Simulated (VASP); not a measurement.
# C (Im-3m) in VASP: a series of runs

The runs below take C through single point, with r2SCAN.

All numbers are computed with VASP 6.6.1; they aren't measurements. Logs are shortened: lines on timing, memory, paths and dates and some standing lists are left out, and cuts for length are marked.

**1. The cell of the first run**

It takes space group Im-3m (No. 229, cubic). Conventional cell: a = 2.388 Å, b = 2.388 Å, c = 2.388 Å, α = 90.00°, β = 90.00°, γ = 90.00°. C (site symmetry m-3m) has 14 C at 2.07 to 2.39 Å within 2.7 Å.

**2. Single point, r2SCAN**

The input, POSCAR:

```
C
1.0
   -1.1939981923      1.1939981923      1.1939981923
    1.1939981923     -1.1939981923      1.1939981923
    1.1939981923      1.1939981923     -1.1939981923
C
1
Direct
    0.0000000000      0.0000000000      0.0000000000
```

The input, INCAR.step1:

```
SYSTEM = C
PREC = Accurate
ENCUT = 520
ISMEAR = -1
SIGMA = 0.1
LREAL = .False.
LASPH = .True.
NELM = 80
NBANDS = 8
GGA = PE
ALGO = Normal
EDIFF = 1E-4
LWAVE = .True.
LCHARG = .False.
```

The input, INCAR.step2:

```
SYSTEM = C
PREC = Accurate
ENCUT = 520
EDIFF = 1E-6
ISMEAR = -1
SIGMA = 0.1
LREAL = .False.
LASPH = .True.
NELM = 80
ALGO = Normal
ISIF = 2
LWAVE = .False.
LCHARG = .True.
METAGGA = R2SCAN
LMIXTAU = .True.
LELF = .True.
LVHAR = .True.
NBANDS = 8
ISTART = 1
```

The input, KPOINTS:

```
regular mesh
0
Gamma
  21 21 21
  0 0 0
```

Potentials or basis: VASP PAW PBE potentials, release 64 (C).

On the command line:

```console
$ cat potpaw_PBE.64/C/POTCAR > POTCAR
$ cp INCAR.step1 INCAR
$ mpirun -np 1 vasp_std > vasp.out
$ cp INCAR.step2 INCAR
$ mpirun -np 1 vasp_std > vasp.out
```

OUTCAR:

```text
SYSTEM = C
   PREC = Accurate
   ENCUT = 520
   EDIFF = 1E-6
   ISMEAR = -1
   LREAL = .False.
   LASPH = .True.
   NELM = 80
   ISIF = 2
   METAGGA = R2SCAN
   ISTART = 1

 ion  position               nearest neighbor table
   1  0.000  0.000  0.000-

  LATTYP: Found a body centered cubic cell.
 ALAT       =     2.3879963846

  Lattice vectors:

 A1 = (  -1.1939981923,   1.1939981923,   1.1939981923)
 A2 = (   1.1939981923,  -1.1939981923,   1.1939981923)
 A3 = (   1.1939981923,   1.1939981923,  -1.1939981923)

Analysis of symmetry for initial positions (statically):
=====================================================================
 Subroutine PRICEL returns:
 Original cell was already a primitive cell.

 Routine SETGRP: Setting up the symmetry group for a
 body centered cubic supercell.

 Subroutine GETGRP returns: Found 48 space group operations
 (whereof 48 operations were pure point group operations)
 out of a pool of 48 trial point group operations.

The static configuration has the point symmetry O_h .

Analysis of symmetry for dynamics (positions and initial velocities):
=====================================================================
 Subroutine PRICEL returns:
 Original cell was already a primitive cell.

 Routine SETGRP: Setting up the symmetry group for a
 body centered cubic supercell.

 Subroutine GETGRP returns: Found 48 space group operations
 (whereof 48 operations were pure point group operations)
 out of a pool of 48 trial point group operations.

The dynamic configuration has the point symmetry O_h .

 Subroutine INISYM returns: Found 48 space group operations
 (whereof 48 operations are pure point group operations),
 and found     1 'primitive' translations

----------------------------------------------------------------------------------------

                                     Primitive cell

  volume of cell :       6.8088

  direct lattice vectors                    reciprocal lattice vectors
    -1.193998192  1.193998192  1.193998192     0.000000000  0.418761103  0.418761103
     1.193998192 -1.193998192  1.193998192     0.418761103  0.000000000  0.418761103
     1.193998192  1.193998192 -1.193998192     0.418761103  0.418761103  0.000000000

  length of vectors
     2.068065533  2.068065533  2.068065533     0.592217631  0.592217631  0.592217631

  position of ions in fractional coordinates (direct lattice)
     0.000000000  0.000000000  0.000000000

  ion indices of the primitive-cell ions
   primitive index   ion index
                 1           1

----------------------------------------------------------------------------------------

 KPOINTS: regular mesh

Automatic generation of k-mesh.
 Grid dimensions read from file:
 generate k-points for:   21   21   21

 Generating k-lattice:

  Cartesian coordinates                     Fractional coordinates (reciprocal lattice)
     0.000000000  0.019941005  0.019941005     0.047619048  0.000000000  0.000000000
     0.019941005  0.000000000  0.019941005     0.000000000  0.047619048  0.000000000
     0.019941005  0.019941005  0.000000000     0.000000000  0.000000000  0.047619048

  Length of vectors
     0.028200840  0.028200840  0.028200840

  Shift w.r.t. Gamma in fractional coordinates (k-lattice)
     0.000000000  0.000000000  0.000000000

 Subroutine IBZKPT returns following result:
 ===========================================

 Found    286 irreducible k-points:

 Following reciprocal coordinates:
            Coordinates               Weight
  0.000000  0.000000  0.000000      1.000000
  0.047619  0.000000  0.000000     12.000000
  0.095238  0.000000  0.000000     12.000000
  0.142857  0.000000  0.000000     12.000000
  0.190476  0.000000  0.000000     12.000000
  0.238095  0.000000  0.000000     12.000000
[... 16 lines left out ...]
  0.142857  0.095238  0.000000     48.000000
  0.190476  0.095238  0.000000     48.000000
 [... further k-points ...]
   k-points           NKPTS =    286   k-points in BZ     NKDIM =    286   number of bands    NBANDS=      8
   number of dos      NEDOS =    301   number of ions     NIONS =      1
   total plane-waves  NPLWV =   4096
   dimension x,y,z NGX =    16 NGY =   16 NGZ =   16
   dimension x,y,z NGXF=    32 NGYF=   32 NGZF=   32
   ions per type =               1
   NGX,Y,Z   is equivalent  to a cutoff of  12.86, 12.86, 12.86 a.u.
   NGXF,Y,Z  is equivalent  to a cutoff of  25.72, 25.72, 25.72 a.u.
 SYSTEM =  C
   PREC   = accura    normal or accurate (medium, high low for compatibility)
   ISTART =      1    job   : 0-new  1-cont  2-samecut
   ICHARG =      0    charge: 1-file 2-atom 10-const
   ISPIN  =      1    spin polarized calculation?
   LNONCOLLINEAR =      F non collinear calculations
   LSORBIT =      F    spin-orbit coupling
   LASPH  =      T    aspherical Exc in radial PAW
   ENCUT  =  520.0 eV  38.22 Ry    6.18 a.u.   3.85  3.85  3.85*2*pi/ulx,y,z
   NELM   =     80;   NELMIN=  2; NELMDL=  0     # of ELM steps
   EDIFF  = 0.1E-05   stopping-criterion for ELM
   LREAL  =      F    real-space projection
   EDIFFG = 0.1E-04   stopping-criterion for IOM
   NSW    =      0    number of steps for IOM
   IBRION =     -1    ionic relax: 0-MD 1-quasi-New 2-CG
   NFREE  =      0    steps in history (QN), initial steepest desc. (CG)
   ISIF   =      2    stress and relaxation
   ISYM   =      2    0-nonsym 1-usesym 2-fastsym
   POTIM  = 0.5000    time-step for ionic-motion
   TEBEG  =    0.0;   TEEND  =   0.0 temperature during run
   PSTRESS=    0.0 pullay stress
   NELECT =       4.0000    total number of electrons
   NUPDOWN=      -1.0000    fix difference up-down
   EMIN   =  10.00;   EMAX   =-10.00  energy-range for DOS
   EFERMI =   0.00;   METHOD = LEGACY
   ISMEAR =    -1;   SIGMA  =   0.10  broadening in eV -4-tet -1-fermi 0-gaus
   EFERMI_NEDOS =   21; number of points for ismear=-14 and -15
   IALGO  =     38    algorithm
   IMIX   =      4    mixing-type and parameters
     AMIX     =   0.40;   BMIX     =  1.00
     AMIX_MAG =   1.60;   BMIX_MAG =  1.00
  volume/ion in A,a.u.               =       6.81        45.95
  Fermi-wavevector in a.u.,A,eV,Ry     =   1.371106  2.591015 25.578038  1.879933
  Thomas-Fermi vector in A             =   2.496833
   LORBIT       =      0    0 simple, 1 ext, 2 COOP (PROOUT), +10 PAW based schemes
   METAGGA = R2SCAN    functional components
   LHFCALC =     F    Hartree Fock is set to
   AEXX    =    0.0000 exact exchange contribution
   IVDW    =     0    specifies the selected vdW correction
   LEPSILON=     F    determine dielectric tensor
   LRPA    =     F    only Hartree local field effects (RPA)
 non-spin polarized calculation
  energy-cutoff  :      520.00
  volume of cell :        6.81
 maximum number of plane-waves:       194
   NGX =  7   NGY =  7   NGZ =  7

 number of electron       4.0000000 magnetization

 Free energy of the ion-electron system (eV)
  ---------------------------------------------------
  ext. energy  EPLUGINS =         0.00000000
  ---------------------------------------------------
  free energy    TOTEN  =        -5.34412745 eV

  energy without entropy =       -5.33269773  energy(sigma->0) =       -5.33841259

 E-fermi :   8.2671     XC(G=0): -14.0627

 val. band max:        8.2212519532   @ k =   0.3810   0.1905   0.0476
 cond. band min:       8.2749838404   @ k =  -0.3333   0.3810   0.2857
 fundamental gap:      0.0537318872
 Fermi energy:         8.2671410601

 k-point     1 :       0.0000    0.0000    0.0000
  band No.  band energies     occupation
      1     -12.2545      2.00000
      2      17.8786      0.00000
      3      17.8786      0.00000
      4      17.8786      0.00000
      5      42.5137      0.00000
      6      42.5137      0.00000
      7      42.5137      0.00000
      8      45.1492      0.00000

 k-point     2 :       0.0476    0.0000    0.0000
  band No.  band energies     occupation
      1     -12.1487      2.00000
      2      17.6061      0.00000
      3      17.7246      0.00000
      4      17.8490      0.00000
      5      41.7685      0.00000
      6      41.8241      0.00000
      7      42.8928      0.00000
      8      45.1693      0.00000

 k-point     3 :       0.0952    0.0000    0.0000
  band No.  band energies     occupation
      1     -11.8311      2.00000
      2      16.8011      0.00000
      3      17.2949      0.00000
      4      17.7628      0.00000
      5      39.7512      0.00000
      6      40.2091      0.00000
      7      43.9964      0.00000
      8      45.1938      0.00000

 k-point     4 :       0.1429    0.0000    0.0000
  band No.  band energies     occupation
      1     -11.3023      2.00000
      2      15.4977      0.00000
      3      16.6713      0.00000
      4      17.6262      0.00000
      5      37.4430      0.00000
      6      38.5190      0.00000
      7      44.7321      0.00000
      8      45.2039      0.00000

 k-point     5 :       0.1905    0.0000    0.0000
  band No.  band energies     occupation
      1     -10.5638      2.00000
      2      13.7645      0.00000
      3      15.9473      0.00000
      4      17.4485      0.00000
      5      35.4812      0.00000
      6      36.9330      0.00000
      7      44.3209      0.00000
      8      45.2435      0.00000
[... 177 lines left out ...]
 k-point    22 :       0.0952    0.0952    0.0000
  band No.  band energies     occupation
      1     -10.9855      2.00000
      2      14.9521      0.00000
      3      16.3585      0.00000
      4      17.2469      0.00000
      5      36.8549      0.00000
      6      37.6304      0.00000
      7      43.8635      0.00000
      8      44.6631      0.00000

 k-point    23 :       0.1429    0.0952    0.0000
  band No.  band energies     occupation
      1     -10.2479      2.00000
      2      13.5136      0.00000
      3      15.4398      0.00000
      4      16.9610      0.00000
      5      35.3824      0.00000
      6      36.4143      0.00000
      7      43.7577      0.00000
      8      44.8726      0.00000

 k-point    24 :       0.1905    0.0952    0.0000
  band No.  band energies     occupation
      1      -9.3026      2.00000
      2      11.6905      0.00000
      3      14.4958      0.00000
      4      16.6796      0.00000
      5      34.1679      0.00000
      6      35.4143      0.00000
      7      43.6341      0.00000
      8      45.3229      0.00000

 [... further k-points ...]
[... 5 lines left out ...]
  --------------------------------------------------------------------------------------
  -------------------------------------------------------------------------------------
  Total       -0.0086950     -0.0086950     -0.0086950      0.0000000      0.0000000      0.0000000
  in kB       -2.0460220     -2.0460220     -2.0460220      0.0000000      0.0000000      0.0000000
  external PRESSURE =      -2.0460220 kB  Pullay stress =       0.0000000 kB

 VOLUME and BASIS-vectors are now :
 -----------------------------------------------------------------------------
  energy-cutoff  :      520.00
  volume of cell :        6.81
      direct lattice vectors                 reciprocal lattice vectors
    -1.193998192  1.193998192  1.193998192     0.000000000  0.418761103  0.418761103
     1.193998192 -1.193998192  1.193998192     0.418761103  0.000000000  0.418761103
     1.193998192  1.193998192 -1.193998192     0.418761103  0.418761103  0.000000000

 POSITION                                       TOTAL-FORCE (eV/Angst)
 -----------------------------------------------------------------------------------
      0.00000      0.00000      0.00000        -0.000000      0.000000      0.000000
 -----------------------------------------------------------------------------------
    total drift:                                0.000000      0.000000      0.000000

  FREE ENERGIE OF THE ION-ELECTRON SYSTEM (eV)
  ---------------------------------------------------
  free  energy   TOTEN  =        -5.3441274515 eV

  energy  without entropy=       -5.3326977296  energy(sigma->0) =       -5.33841259
```

It took 32 s on 1 thread of Intel Xeon Platinum 8259CL at 2.50GHz (Skylake/Cascade Lake), shared host; peak memory 0.12 GiB.

What came out:

```
Free energy            : -5.3441 eV
Pressure               : -0.2 GPa
Band gap on the k mesh : zero (band 2 reaches 17.88 eV, above the bottom of band 3 at 3.14 eV)
```

Levels at points of the mesh, in eV from the Fermi level:
```csv
k point,band 1,band 2,band 3,band 4,band 5
"(0.00, 0.00, 0.00)",-20.52,9.61,9.61,9.61,34.25
```

Caveat: the PAW data sets were made with another functional, which shifts forces and pressure a little.

**3. Single point, r2SCAN (volume scaled by 1.04)**

The input, POSCAR:

```
C
1.0
   -1.2097104967      1.2097104967      1.2097104967
    1.2097104967     -1.2097104967      1.2097104967
    1.2097104967      1.2097104967     -1.2097104967
C
1
Direct
    0.0000000000      0.0000000000      0.0000000000
```

The input, INCAR.step1:

```
PREC = Accurate ; ENCUT = 520
ISMEAR = -1 ; SIGMA = 0.1
LREAL = F ; LASPH = T
NELM = 60 ; NBANDS = 8
GGA = PE ; ALGO = Normal
EDIFF = 1E-4 ; LWAVE = T
LCHARG = F
```

The input, INCAR.step2:

```
PREC = Accurate ; ENCUT = 520
EDIFF = 1E-7 ; ISMEAR = -1
SIGMA = 0.1 ; LREAL = F
LASPH = T ; NELM = 60
ALGO = Normal ; ISIF = 2
LWAVE = F ; LCHARG = T
METAGGA = R2SCAN ; LMIXTAU = T
LELF = T ; LVHAR = T
NBANDS = 8 ; ISTART = 1
```

The input, KPOINTS:

```
regular mesh
0
Gamma
  21 21 21
```

Potentials or basis: VASP PAW PBE potentials, release 64 (C).

On the command line:

```console
$ cat potpaw_PBE.64/C/POTCAR > POTCAR
$ cp INCAR.step1 INCAR
$ mpirun -np 1 vasp_std > vasp.out
$ cp INCAR.step2 INCAR
$ mpirun -np 1 vasp_std > vasp.out
```

It took 39 s on 1 thread of Intel Xeon Platinum 8259CL at 2.50GHz (Skylake/Cascade Lake), shared host; peak memory 0.12 GiB.

It converged, with:

```
Free energy            : -5.3383 eV
Pressure               : -6.6 GPa
Band gap on the k mesh : zero (band 2 reaches 16.97 eV, above the bottom of band 3 at 2.87 eV)
```

Levels at points of the mesh, in eV from the Fermi level:
| k point | band 1 | band 2 | band 3 | band 4 | band 5 |
| --- | --- | --- | --- | --- | --- |
| (0.00, 0.00, 0.00) | -19.98 | 9.24 | 9.24 | 9.24 | 33.61 |

Caveat: the PAW data sets were made with another functional, which shifts forces and pressure a little.

**4. Single point, r2SCAN (volume scaled by 1.08)**

The input, POSCAR:

```
C
1.0
   -1.2250249135      1.2250249135      1.2250249135
    1.2250249135     -1.2250249135      1.2250249135
    1.2250249135      1.2250249135     -1.2250249135
C
1
Direct
    0.0000000000      0.0000000000      0.0000000000
```

The input, INCAR.step1:

```
SYSTEM = C
ALGO     = Normal         ! electronic algorithm
EDIFF    = 1E-4           ! SCF threshold, eV
ENCUT    = 520            ! plane-wave cutoff, eV
GGA      = PE             ! functional
ISMEAR   = -1             ! smearing method
LASPH    = .True.         ! aspherical terms in the spheres
LCHARG   = .False.        ! write CHGCAR
LREAL    = .False.        ! projectors in reciprocal space
LWAVE    = .True.         ! write WAVECAR
NBANDS   = 8              ! bands
NELM     = 60             ! most SCF steps
PREC     = Accurate       ! precision mode
SIGMA    = 0.1            ! smearing width, eV
```

The input, INCAR.step2:

```
SYSTEM = C
ALGO     = Normal         ! electronic algorithm
EDIFF    = 1E-6           ! SCF threshold, eV
ENCUT    = 520            ! plane-wave cutoff, eV
ISIF     = 2              ! what is computed and relaxed
ISMEAR   = -1             ! smearing method
ISTART   = 1            
LASPH    = .True.         ! aspherical terms in the spheres
LCHARG   = .True.         ! write CHGCAR
LELF     = .True.         ! ELF
LMIXTAU  = .True.       
LREAL    = .False.        ! projectors in reciprocal space
LVHAR    = .True.       
LWAVE    = .False.        ! write WAVECAR
METAGGA  = R2SCAN         ! meta-GGA
NBANDS   = 8              ! bands
NELM     = 60             ! most SCF steps
PREC     = Accurate       ! precision mode
SIGMA    = 0.1            ! smearing width, eV
```

The input, KPOINTS:

```
k-points
0
Gamma
  21 21 21
  0 0 0
```

On the command line:

```console
$ cat potpaw_PBE.64/C/POTCAR > POTCAR
$ cp INCAR.step1 INCAR
$ mpirun -np 1 vasp_std > vasp.out
$ cp INCAR.step2 INCAR
$ mpirun -np 1 vasp_std > vasp.out
```

Wall time 31 s (1 thread of Intel Xeon Platinum 8259CL at 2.50GHz (Skylake/Cascade Lake), shared host); peak memory 0.12 GiB.

It converged, with:

```yaml
Free_energy: -5.3229 eV
Pressure: -11.6 GPa
Band_gap_on_the_k_mesh: zero (band 2 reaches 16.13 eV, above the bottom of band 3 at 2.61 eV)
```

Levels at points of the mesh, in eV from the Fermi level:
| k point | band 1 | band 2 | band 3 | band 4 | band 5 | band 6 |
| --- | --- | --- | --- | --- | --- | --- |
| (0.00, 0.00, 0.00) | -19.47 | 8.90 | 8.90 | 8.90 | 33.02 | 33.02 |

Caveat: the PAW data sets were made with another functional, which shifts forces and pressure a little.

**5. Single point, r2SCAN (volume scaled by 1.12)**

The input, POSCAR:

```
C
1.0
   -1.2399657142      1.2399657142      1.2399657142
    1.2399657142     -1.2399657142      1.2399657142
    1.2399657142      1.2399657142     -1.2399657142
C
1
Direct
    0.0000000000      0.0000000000      0.0000000000
```

The input, INCAR.step1:

```
  PREC = Accurate
  ENCUT = 520
  ISMEAR = -1
  SIGMA = 0.1
  LREAL = False
  LASPH = True
  NELM = 60
  NBANDS = 8
  GGA = PE
  ALGO = Normal
  EDIFF = 1E-4
  LWAVE = True
  LCHARG = False
```

The input, INCAR.step2:

```
  PREC = Accurate
  ENCUT = 520
  EDIFF = 1E-6
  ISMEAR = -1
  SIGMA = 0.1
  LREAL = False
  LASPH = True
  NELM = 60
  ALGO = Normal
  ISIF = 2
  LWAVE = False
  LCHARG = False
  METAGGA = R2SCAN
  LMIXTAU = True
  NBANDS = 8
  ISTART = 1
```

The input, KPOINTS:

```
regular mesh
0
Gamma
  21 21 21
```

On the command line:

```console
$ cat potpaw_PBE.64/C/POTCAR > POTCAR
$ cp INCAR.step1 INCAR
$ mpirun -np 1 vasp_std > vasp.out
$ cp INCAR.step2 INCAR
$ mpirun -np 1 vasp_std > vasp.out
```

It took 24 s on 1 thread of Intel Xeon Platinum 8259CL at 2.50GHz (Skylake/Cascade Lake), shared host; peak memory 0.12 GiB.

It converged, with:

- Free energy: -5.2997 eV
- Pressure: -15.8 GPa
- Band gap on the k mesh: zero (band 2 reaches 15.35 eV, above the bottom of band 3 at 2.37 eV)

Levels at points of the mesh, in eV from the Fermi level:
| k point | band 1 | band 2 | band 3 | band 4 | band 5 | band 6 | band 7 |
| --- | --- | --- | --- | --- | --- | --- | --- |
| (0.00, 0.00, 0.00) | -18.99 | 8.58 | 8.58 | 8.58 | 32.47 | 32.47 | 32.47 |

Caveat: the PAW data sets were made with another functional, which shifts forces and pressure a little.

**6. The runs side by side**

```tsv
cell	gap on the mesh (eV)	pressure (GPa)
a = 2.068 Å, angles 109.5°, 1 atom	none	-0.2
a = 2.095 Å, angles 109.5°, 1 atom	none	-6.6
a = 2.122 Å, angles 109.5°, 1 atom	none	-11.6
a = 2.148 Å, angles 109.5°, 1 atom	none	-15.8
```

Alike in all rows: task single point; level r2SCAN; potentials or basis VASP PAW PBE potentials, release 64 (C); no spin polarisation; k mesh 21 × 21 × 21; cutoff (eV) 520; smearing fermi-dirac 0.1 eV.

Caveats: the PAW data sets were made with another functional, which shifts forces and pressure a little.

Absolute energies hang on the potentials; compare differences alone.
